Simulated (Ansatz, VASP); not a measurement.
# InP in VASP and in Ansatz

```
In P
1.0
     0.00000    2.87445    2.87445
     2.87445    0.00000    2.87445
     2.87445    2.87445    0.00000
In P
1 1
Direct
  0.00000 0.00000 0.00000
  0.25000 0.25000 0.25000
```

Change from the starting cell: volume scaled by 0.94, ions relaxed.

Alike in both runs: task relaxation of the atoms; functional PBE; k mesh 13 × 13 × 13; occupations fermi-dirac, width 0.02 eV; no spin polarisation.

|  | VASP | Ansatz |
| --- | --- | --- |
| version | VASP 6.6.1 | Ansatz 0.2.0 |
| potentials or method | VASP PAW PBE potentials, release 64 (In_d, P) | plane-wave PAW, scalar-relativistic |
| plane-wave cutoff (eV) | 520 | 420 |
| valence electrons in the cell | 18 | 18 |

```csv
,VASP,Ansatz,Ansatz less VASP
"gap on the k mesh at the Fermi level, each at its own relaxed structure (eV)",1.03,1.03,+0.003
```

Ansatz's warnings: stress scf threshold loose.

Noted on VASP's run: the relaxation stopped at its first step, so nothing moved.
